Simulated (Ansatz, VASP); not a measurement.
Two plane-wave programs on SrVO3

```
CELL_PARAMETERS angstrom
3.84090 0.00000 0.00000
0.00000 3.84090 0.00000
0.00000 0.00000 3.84090
ATOMIC_POSITIONS crystal
Sr 0.50000 0.50000 0.50000
V 0.00000 0.00000 0.00000
O 0.00000 0.00000 0.50000
O 0.00000 0.50000 0.00000
O 0.50000 0.00000 0.00000
```

Alike in both runs: functional PBE; k mesh 7 × 7 × 7; occupations fermi-dirac, width 0.05 eV; collinear spin.

```csv
,VASP,Ansatz
version,VASP 6.6.1,Ansatz 0.2.0
potentials or method,"VASP PAW PBE potentials, release 64 (Sr_sv, V_sv, O_h)",PseudoDojo standard (PBE files)
plane-wave cutoff (eV),910,1143
valence electrons in the cell,41,41
task,single point,band structure
```

```csv
,VASP,Ansatz,Ansatz less VASP
gap on the k mesh at the Fermi level (eV),none,none,-
net moment per atom (μB),0.00,0.00,0.000
```

A gap of «none» marks a metal or a gap that the smearing closes. With one functional, cell and mesh, what is left measures potentials, basis and numerics.

Noted on VASP's run: the cutoff is short for stress, so the pressure is rough.
